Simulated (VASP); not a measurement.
# TiAl3 (P4/mmm) in VASP: notebook

The runs below take TiAl3 through single point, with PBEsol.

Everything below comes from runs of VASP 6.6.1. Logs are shortened: lines on timing, memory, paths and dates and some standing lists are left out, and cuts for length are marked.

### Step 1. The cell of the first run

The structure is tetragonal, space group P4/mmm (No. 123). Conventional cell: a = 3.956 Å, b = 3.956 Å, c = 3.916 Å, α = 90.00°, β = 90.00°, γ = 90.00°. Within 3.7 Å of Ti (site symmetry 4/mmm) lie 12 Al at 2.78 to 2.80 Å. Within 3.7 Å of Al (site symmetry mmm) lie 4 Ti at 2.78 Å and 8 Al at 2.78 to 2.80 Å. Al (site symmetry 4/mmm) has 8 Al at 2.78 Å and 4 Ti at 2.80 Å within 3.7 Å.

### Step 2. Single point, PBEsol

Input file INCAR:

```
SYSTEM = TiAl3
PREC = Accurate
ENCUT = 520
EDIFF = 1E-6
ISMEAR = -1
SIGMA = 0.05
LREAL = .FALSE.
LASPH = .TRUE.
NELM = 100
ALGO = Fast
ISIF = 2
LWAVE = .FALSE.
LCHARG = .FALSE.
GGA = PS
NBANDS = 18
```

Input file KPOINTS:

```
regular mesh
0
G
  6 6 6
  0 0 0
```

Input file POSCAR:

```
TiAl3
1.0
    3.9556712500      0.0000000000      0.0000000000
    0.0000000000      3.9556712500      0.0000000000
    0.0000000000      0.0000000000      3.9161145375
Ti Al
1 3
Direct
    0.0000000000      0.0000000000      0.0000000000
    0.0000000000      0.5000000000      0.5000000000
    0.5000000000      0.0000000000      0.5000000000
    0.5000000000      0.5000000000      0.0000000000
```

Potentials or basis: VASP PAW PBE potentials, release 64 (Ti_sv, Al).

Started as:

```bash
$ cat potpaw_PBE.64/Ti_sv/POTCAR potpaw_PBE.64/Al/POTCAR > POTCAR
$ mpirun -np 1 vasp_std > vasp.out
```

OUTCAR:

```text
SYSTEM = TiAl3
   PREC = Accurate
   ENCUT = 520
   EDIFF = 1E-6
   ISMEAR = -1
   LREAL = .FALSE.
   LASPH = .TRUE.
   NELM = 100
   ISIF = 2
   GGA = PS

 ion  position               nearest neighbor table
   1  0.000  0.000  0.000-   2 2.78   3 2.78   2 2.78   3 2.78   2 2.78   2 2.78   3 2.78   3 2.78
                             4 2.80   4 2.80   4 2.80   4 2.80
   2  0.000  0.500  0.500-   1 2.78   4 2.78   1 2.78   4 2.78   1 2.78   1 2.78   4 2.78   4 2.78
                             3 2.80   3 2.80   3 2.80   3 2.80
   3  0.500  0.000  0.500-   1 2.78   4 2.78   1 2.78   4 2.78   4 2.78   4 2.78   1 2.78   1 2.78
                             2 2.80   2 2.80   2 2.80   2 2.80
   4  0.500  0.500  0.000-   2 2.78   3 2.78   2 2.78   3 2.78   3 2.78   3 2.78   2 2.78   2 2.78
                             1 2.80   1 2.80   1 2.80   1 2.80

  LATTYP: Found a simple tetragonal cell.
 ALAT       =     3.9556712500
 C/A-ratio  =     0.9900000000

  Lattice vectors:

 A1 = (   3.9556712500,   0.0000000000,   0.0000000000)
 A2 = (   0.0000000000,   3.9556712500,   0.0000000000)
 A3 = (   0.0000000000,   0.0000000000,   3.9161145375)

Analysis of symmetry for initial positions (statically):
=====================================================================
 Subroutine PRICEL returns:
 Original cell was already a primitive cell.

 Routine SETGRP: Setting up the symmetry group for a
 simple tetragonal supercell.

 Subroutine GETGRP returns: Found 16 space group operations
 (whereof 16 operations were pure point group operations)
 out of a pool of 16 trial point group operations.

The static configuration has the point symmetry D_4h.

Analysis of symmetry for dynamics (positions and initial velocities):
=====================================================================
 Subroutine PRICEL returns:
 Original cell was already a primitive cell.

 Routine SETGRP: Setting up the symmetry group for a
 simple tetragonal supercell.

 Subroutine GETGRP returns: Found 16 space group operations
 (whereof 16 operations were pure point group operations)
 out of a pool of 16 trial point group operations.

The dynamic configuration has the point symmetry D_4h.

 Subroutine INISYM returns: Found 16 space group operations
 (whereof 16 operations are pure point group operations),
 and found     1 'primitive' translations

----------------------------------------------------------------------------------------

                                     Primitive cell

  volume of cell :      61.2768

  direct lattice vectors                    reciprocal lattice vectors
     3.955671250  0.000000000  0.000000000     0.252801595  0.000000000  0.000000000
     0.000000000  3.955671250  0.000000000     0.000000000  0.252801595  0.000000000
     0.000000000  0.000000000  3.916114537     0.000000000  0.000000000  0.255355146

  length of vectors
     3.955671250  3.955671250  3.916114537     0.252801595  0.252801595  0.255355146

  position of ions in fractional coordinates (direct lattice)
     0.000000000  0.000000000  0.000000000
     0.000000000  0.500000000  0.500000000
     0.500000000  0.000000000  0.500000000
     0.500000000  0.500000000  0.000000000

  ion indices of the primitive-cell ions
   primitive index   ion index
                 1           1
                 2           2
                 3           3
                 4           4

----------------------------------------------------------------------------------------

 KPOINTS: regular mesh

Automatic generation of k-mesh.
 Grid dimensions read from file:
 generate k-points for:    6    6    6

 Generating k-lattice:

  Cartesian coordinates                     Fractional coordinates (reciprocal lattice)
     0.042133599  0.000000000  0.000000000     0.166666667  0.000000000  0.000000000
     0.000000000  0.042133599  0.000000000     0.000000000  0.166666667  0.000000000
     0.000000000  0.000000000  0.042559191     0.000000000  0.000000000  0.166666667

  Length of vectors
     0.042133599  0.042133599  0.042559191

  Shift w.r.t. Gamma in fractional coordinates (k-lattice)
     0.000000000  0.000000000  0.000000000

 Subroutine IBZKPT returns following result:
 ===========================================

 Found     40 irreducible k-points:

 Following reciprocal coordinates:
            Coordinates               Weight
  0.000000  0.000000  0.000000      1.000000
  0.166667  0.000000  0.000000      4.000000
  0.333333  0.000000  0.000000      4.000000
  0.500000  0.000000  0.000000      2.000000
  0.166667  0.166667  0.000000      4.000000
  0.333333  0.166667  0.000000      8.000000
[... 16 lines left out ...]
  0.333333  0.000000  0.333333      8.000000
  0.500000  0.000000  0.333333      4.000000
 [... further k-points ...]
   k-points           NKPTS =     40   k-points in BZ     NKDIM =     40   number of bands    NBANDS=     18
   number of dos      NEDOS =    301   number of ions     NIONS =      4
   total plane-waves  NPLWV =  27000
   dimension x,y,z NGX =    30 NGY =   30 NGZ =   30
   dimension x,y,z NGXF=    60 NGYF=   60 NGZF=   60
   ions per type =               1   3
   NGX,Y,Z   is equivalent  to a cutoff of  12.61, 12.61, 12.74 a.u.
   NGXF,Y,Z  is equivalent  to a cutoff of  25.22, 25.22, 25.47 a.u.
 SYSTEM =  TiAl3
   PREC   = accura    normal or accurate (medium, high low for compatibility)
   ISTART =      0    job   : 0-new  1-cont  2-samecut
   ICHARG =      2    charge: 1-file 2-atom 10-const
   ISPIN  =      1    spin polarized calculation?
   LNONCOLLINEAR =      F non collinear calculations
   LSORBIT =      F    spin-orbit coupling
   LASPH  =      T    aspherical Exc in radial PAW
   ENCUT  =  520.0 eV  38.22 Ry    6.18 a.u.   7.35  7.35  7.28*2*pi/ulx,y,z
   NELM   =    100;   NELMIN=  2; NELMDL= -5     # of ELM steps
   EDIFF  = 0.1E-05   stopping-criterion for ELM
   LREAL  =      F    real-space projection
   EDIFFG = 0.1E-04   stopping-criterion for IOM
   NSW    =      0    number of steps for IOM
   IBRION =     -1    ionic relax: 0-MD 1-quasi-New 2-CG
   NFREE  =      0    steps in history (QN), initial steepest desc. (CG)
   ISIF   =      2    stress and relaxation
   ISYM   =      2    0-nonsym 1-usesym 2-fastsym
   POTIM  = 0.5000    time-step for ionic-motion
   TEBEG  =    0.0;   TEEND  =   0.0 temperature during run
   PSTRESS=    0.0 pullay stress
   NELECT =      21.0000    total number of electrons
   NUPDOWN=      -1.0000    fix difference up-down
   EMIN   =  10.00;   EMAX   =-10.00  energy-range for DOS
   EFERMI =   0.00;   METHOD = LEGACY
   ISMEAR =    -1;   SIGMA  =   0.05  broadening in eV -4-tet -1-fermi 0-gaus
   EFERMI_NEDOS =   21; number of points for ismear=-14 and -15
   IALGO  =     68    algorithm
   IMIX   =      4    mixing-type and parameters
     AMIX     =   0.40;   BMIX     =  1.00
     AMIX_MAG =   1.60;   BMIX_MAG =  1.00
  volume/ion in A,a.u.               =      15.32       103.38
  Fermi-wavevector in a.u.,A,eV,Ry     =   1.145643  2.164952 17.857621  1.312498
  Thomas-Fermi vector in A             =   2.282331
   LORBIT       =      0    0 simple, 1 ext, 2 COOP (PROOUT), +10 PAW based schemes
   GGA     = PS    functional components
   LHFCALC =     F    Hartree Fock is set to
   AEXX    =    0.0000 exact exchange contribution
   IVDW    =     0    specifies the selected vdW correction
   LEPSILON=     F    determine dielectric tensor
   LRPA    =     F    only Hartree local field effects (RPA)
 non-spin polarized calculation
 RMM-DIIS sequential band-by-band and
  energy-cutoff  :      520.00
  volume of cell :       61.28
 maximum number of plane-waves:      1687
 NGX is ok and might be reduce to    30
   NGX = 15   NGY = 15   NGZ = 15

 number of electron      20.9999997 magnetization

 Free energy of the ion-electron system (eV)
  ---------------------------------------------------
  ext. energy  EPLUGINS =         0.00000000
  ---------------------------------------------------
  free energy    TOTEN  =       -22.14454329 eV

  energy without entropy =      -22.13157099  energy(sigma->0) =      -22.13805714

 E-fermi :   9.0860     XC(G=0): -10.9561

 val. band max:        9.0715766939   @ k =   0.3333   0.0000   0.3333
 cond. band min:       9.1207325383   @ k =   0.3333   0.3333   0.0000
 fundamental gap:      0.0491558444
 Fermi energy:         9.0860108981

 k-point     1 :       0.0000    0.0000    0.0000
  band No.  band energies     occupation
      1     -47.5593      2.00000
      2     -23.9705      2.00000
      3     -23.9705      2.00000
      4     -23.9613      2.00000
      5      -1.7271      2.00000
      6       5.9756      2.00000
[... 10 lines left out ...]
     17      14.8974      0.00000
     18      14.9092      0.00000

 k-point     2 :       0.1667    0.0000    0.0000
  band No.  band energies     occupation
      1     -47.5591      2.00000
      2     -23.9757      2.00000
      3     -23.9701      2.00000
      4     -23.9609      2.00000
      5      -1.4577      2.00000
      6       4.4663      2.00000
[... 10 lines left out ...]
     17      14.3385      0.00000
     18      14.4391      0.00000

 k-point     3 :       0.3333    0.0000    0.0000
  band No.  band energies     occupation
      1     -47.5587      2.00000
      2     -23.9861      2.00000
      3     -23.9693      2.00000
      4     -23.9602      2.00000
      5      -0.6737      2.00000
      6       2.4761      2.00000
[... 10 lines left out ...]
     17      13.0425      0.00000
     18      14.9629      0.00000

 k-point     4 :       0.5000    0.0000    0.0000
  band No.  band energies     occupation
      1     -47.5585      2.00000
      2     -23.9913      2.00000
      3     -23.9690      2.00000
      4     -23.9598      2.00000
      5       0.2729      2.00000
      6       1.1012      2.00000
[... 375 lines left out ...]
      4     -23.9688      2.00000
      5      -0.3978      2.00000
      6       2.7786      2.00000
[... 10 lines left out ...]
     17      13.4668      0.00000
     18      14.5260      0.00000

 k-point    23 :       0.3333    0.0000    0.3333
  band No.  band energies     occupation
      1     -47.5580      2.00000
      2     -23.9842      2.00000
      3     -23.9769      2.00000
      4     -23.9681      2.00000
      5       0.3302      2.00000
      6       3.3820      2.00000
[... 10 lines left out ...]
     17      13.4945      0.00000
     18      14.6813      0.00000

 k-point    24 :       0.5000    0.0000    0.3333
  band No.  band energies     occupation
      1     -47.5578      2.00000
      2     -23.9892      2.00000
      3     -23.9763      2.00000
      4     -23.9677      2.00000
      5       1.1444      2.00000
      6       2.1677      2.00000
[... 10 lines left out ...]
     17      13.4902      0.00000
     18      15.0587      0.00000

 [... further k-points ...]

------------------------ aborting loop because EDIFF is reached ----------------------------------------

  FORCE on cell =-STRESS in cart. coord.  units (eV):
  Direction    XX          YY          ZZ          XY          YZ          ZX
  --------------------------------------------------------------------------------------
  -------------------------------------------------------------------------------------
  Total        0.0722440      0.0722440      0.6310483      0.0000000      0.0000000     -0.0000000
  in kB        1.8889323      1.8889323     16.4997517      0.0000000      0.0000000     -0.0000000
  external PRESSURE =       6.7592054 kB  Pullay stress =       0.0000000 kB

 VOLUME and BASIS-vectors are now :
 -----------------------------------------------------------------------------
  energy-cutoff  :      520.00
  volume of cell :       61.28
      direct lattice vectors                 reciprocal lattice vectors
     3.955671250  0.000000000  0.000000000     0.252801595  0.000000000  0.000000000
     0.000000000  3.955671250  0.000000000     0.000000000  0.252801595  0.000000000
     0.000000000  0.000000000  3.916114537     0.000000000  0.000000000  0.255355146

 POSITION                                       TOTAL-FORCE (eV/Angst)
 -----------------------------------------------------------------------------------
      0.00000      0.00000      0.00000         0.000000      0.000000      0.000000
      0.00000      1.97784      1.95806         0.000000      0.000000      0.000000
      1.97784      0.00000      1.95806         0.000000      0.000000      0.000000
      1.97784      1.97784      0.00000         0.000000      0.000000      0.000000
 -----------------------------------------------------------------------------------
    total drift:                                0.000000     -0.000000      0.000000

  FREE ENERGIE OF THE ION-ELECTRON SYSTEM (eV)
  ---------------------------------------------------
  free  energy   TOTEN  =       -22.1445432911 eV

  energy  without entropy=      -22.1315709932  energy(sigma->0) =      -22.13805714
```

It took 95 s on 1 thread of Intel Xeon 8259CL, shared host; peak memory 0.19 GiB.

What came out:

* Free energy: -22.1445 eV
* Pressure: 0.7 GPa
* Band gap on the k mesh: zero (an odd number of electrons rules out a gap without spin polarisation)

Levels at points of the mesh, in eV from the Fermi level:
```tsv
k point	band 7	band 8	band 9	band 10	band 11	band 12	band 13	band 14
(0.00, 0.00, 0.00)	-3.02	-2.16	-2.16	-2.00	0.19	0.22	0.22	0.75
(0.50, 0.00, 0.00)	-2.26	-2.16	-2.16	0.46	0.77	0.91	0.98	1.05
(0.50, 0.50, 0.00)	-6.12	-5.02	-1.17	-1.17	0.74	0.91	1.18	1.24
(0.00, 0.00, 0.50)	-2.25	-2.25	-2.18	0.45	0.78	0.78	1.06	1.08
(0.50, 0.00, 0.50)	-6.06	-5.01	-1.25	-1.22	0.66	0.94	1.13	1.23
(0.50, 0.50, 0.50)	-5.11	-4.96	-3.47	-3.47	-3.42	0.25	1.24	1.30
```

Caveat: the PAW data sets were made with another functional, which shifts forces and pressure a little.

### Step 3. Single point, PBEsol

This run uses another cell than the first one, of 15.63 Å³/atom.

Input file INCAR:

```
PREC     = Accurate       # precision mode
ENCUT    = 520            # plane-wave cutoff, eV
EDIFF    = 1E-7           # SCF threshold, eV
ISMEAR   = -1             # smearing method
SIGMA    = 0.05           # smearing width, eV
LREAL    = False          # projectors in reciprocal space
LASPH    = True           # aspherical terms in the spheres
NELM     = 60             # most SCF steps
ALGO     = Fast           # electronic algorithm
ISIF     = 2              # what is computed and relaxed
LWAVE    = False          # write WAVECAR
LCHARG   = False          # write CHGCAR
GGA      = PS             # functional
NBANDS   = 18             # bands
```

Input file KPOINTS:

```
regular mesh
0
Gamma
  6 6 6
```

Changes to POSCAR since step 2:

```diff
@@ -4,3 +4,3 @@
     0.0000000000      3.9556712500      0.0000000000
-    0.0000000000      0.0000000000      3.9161145375
+    0.0000000000      0.0000000000      3.9952279625
 Ti Al
```

Potentials or basis: VASP PAW PBE potentials, release 64 (Ti_sv, Al).

Started as:

```bash
$ cat potpaw_PBE.64/Ti_sv/POTCAR potpaw_PBE.64/Al/POTCAR > POTCAR
$ mpirun -np 1 vasp_std > vasp.out
```

It took 2.1 min on 1 thread of Intel Xeon 8259CL, shared host; peak memory 0.19 GiB.

The run converged. Its results:

```
Free energy            : -22.1414 eV
Pressure               : -1.5 GPa
Band gap on the k mesh : zero (an odd number of electrons rules out a gap without spin polarisation)
```

Stress tensor (GPa, compression positive):
```
-1.06  0.00  0.00
 0.00 -1.06  0.00
 0.00  0.00 -2.43
```

Levels at points of the mesh, in eV from the Fermi level:
```csv
k point,band 6,band 7,band 8,band 9,band 10,band 11,band 12,band 13,band 14,band 15
"(0.00, 0.00, 0.00)",-3.07,-2.97,-2.18,-2.03,-2.03,0.21,0.21,0.23,0.77,4.07
"(0.50, 0.00, 0.00)",-7.88,-2.24,-2.14,-2.12,0.45,0.72,0.85,1.02,1.04,1.38
"(0.50, 0.50, 0.00)",-6.00,-6.00,-4.94,-1.22,-1.22,0.63,0.94,1.11,1.21,3.52
"(0.00, 0.00, 0.50)",-7.91,-2.15,-2.15,-2.09,0.46,0.84,0.84,0.92,1.09,1.40
"(0.50, 0.00, 0.50)",-6.07,-6.04,-4.95,-1.18,-1.15,0.71,0.89,1.17,1.20,3.63
"(0.50, 0.50, 0.50)",-5.06,-5.06,-4.88,-3.45,-3.40,-3.40,0.22,1.22,1.26,2.80
```

Caveat: the PAW data sets were made with another functional, which shifts forces and pressure a little.

### Step 4. Single point, PBEsol

This run uses another cell than the first one, of 15.78 Å³/atom.

Input file INCAR:

```
SYSTEM = TiAl3
PREC = Accurate ; ENCUT = 520
EDIFF = 1E-7 ; ISMEAR = -1
SIGMA = 0.05 ; LREAL = .FALSE.
LASPH = .TRUE. ; NELM = 100
ALGO = Normal ; ISIF = 2
LWAVE = .FALSE. ; LCHARG = .FALSE.
GGA = PS ; NBANDS = 18
```

Input file KPOINTS:

```
Automatic mesh
0
G
  6 6 6
  0 0 0
```

Changes to POSCAR since step 3:

```diff
@@ -4,3 +4,3 @@
     0.0000000000      3.9556712500      0.0000000000
-    0.0000000000      0.0000000000      3.9952279625
+    0.0000000000      0.0000000000      4.0347846750
 Ti Al
```

Started as:

```bash
$ cat potpaw_PBE.64/Ti_sv/POTCAR potpaw_PBE.64/Al/POTCAR > POTCAR
$ mpirun -np 1 vasp_std > vasp.out
```

Run time: 67 s. Hardware: 1 thread of Intel Xeon 8259CL, shared host; peak memory 0.19 GiB.

Results (log left out):

```yaml
Free_energy: -22.1285 eV
Pressure: -2.5 GPa
Band_gap_on_the_k_mesh: zero (an odd number of electrons rules out a gap without spin polarisation)
```

Stress tensor (GPa, compression positive):
```
-1.60  0.00  0.00
 0.00 -1.60  0.00
 0.00  0.00 -4.29
```

Levels at points of the mesh, in eV from the Fermi level:
```csv
k point,band 7,band 8,band 9,band 10,band 11,band 12,band 13,band 14
"(0.00, 0.00, 0.00)",-2.90,-2.27,-1.97,-1.97,0.20,0.20,0.25,0.78
"(0.50, 0.00, 0.00)",-2.28,-2.10,-2.08,0.45,0.63,0.90,0.96,1.03
"(0.50, 0.50, 0.00)",-5.94,-4.91,-1.25,-1.25,0.57,0.95,1.05,1.23
"(0.00, 0.00, 0.50)",-2.10,-2.10,-2.04,0.47,0.85,0.87,0.87,1.11
"(0.50, 0.00, 0.50)",-6.02,-4.91,-1.16,-1.10,0.73,0.86,1.16,1.24
"(0.50, 0.50, 0.50)",-5.03,-4.84,-3.45,-3.37,-3.37,0.21,1.19,1.28
```

Caveat: the PAW data sets were made with another functional, which shifts forces and pressure a little.

### Step 5. Summary

```csv
cell,gap on the mesh (eV),pressure (GPa)
"a = 3.956, b = 3.956, c = 3.916 Å, 4 atoms",none,0.7
"a = 3.956, b = 3.956, c = 3.995 Å, 4 atoms",none,-1.5
"a = 3.956, b = 3.956, c = 4.035 Å, 4 atoms",none,-2.5
```

Alike in all rows: task single point; level PBEsol; potentials or basis VASP PAW PBE potentials, release 64 (Ti_sv, Al); no spin polarisation; k mesh 6 × 6 × 6; cutoff (eV) 520; smearing fermi-dirac 0.05 eV.

Caveats: the PAW data sets were made with another functional, which shifts forces and pressure a little.

Total energies depend on the potentials used, so only differences within one code and one set of settings carry meaning.
